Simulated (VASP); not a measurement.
A run of VASP 6.6.1 is set up as follows.

INCAR

```
SYSTEM = WC
PREC = Accurate
ENCUT = 520
EDIFF = 1E-6
ISMEAR = 0
SIGMA = 0.15
LREAL = .FALSE.
LASPH = .TRUE.
NELM = 100
ALGO = Normal
ISIF = 2
LWAVE = .FALSE.
LCHARG = .TRUE.
GGA = PE
LELF = .TRUE.
LVHAR = .TRUE.
NBANDS = 16
```

Contents of KPOINTS:

```
Automatic mesh
0
G
  24 24 24
  0 0 0
```

Contents of POSCAR:

```
WC
1.0
    2.6771034486      0.0000000000      0.0000000000
   -1.3385517243      2.3184395950      0.0000000000
    0.0000000000      0.0000000000      3.3912614836
W C
1 1
Direct
    0.0000000000      0.0000000000      0.0000000000
    0.6666666667      0.3333333333      0.5000000000
```

Potentials or basis: VASP PAW PBE potentials, release 64 (W_sv, C).

Run with:

```sh
$ cat potpaw_PBE.64/W_sv/POTCAR potpaw_PBE.64/C/POTCAR > POTCAR
$ mpirun -np 1 vasp_std > vasp.out
```

What does it give for the band gap on the k mesh?

Zero (bands 9 and 10 overlap by 1.32 eV).

Estimate the pressure.

8.7 GPa.

Stress tensor (GPa, compression positive):
```
 55.77   0.00   0.00
  0.00  55.77   0.00
  0.00   0.00 -85.41
```

Caveat: the cell stands under pressure; spin-orbit coupling is left out, which moves the levels of the heavy elements.
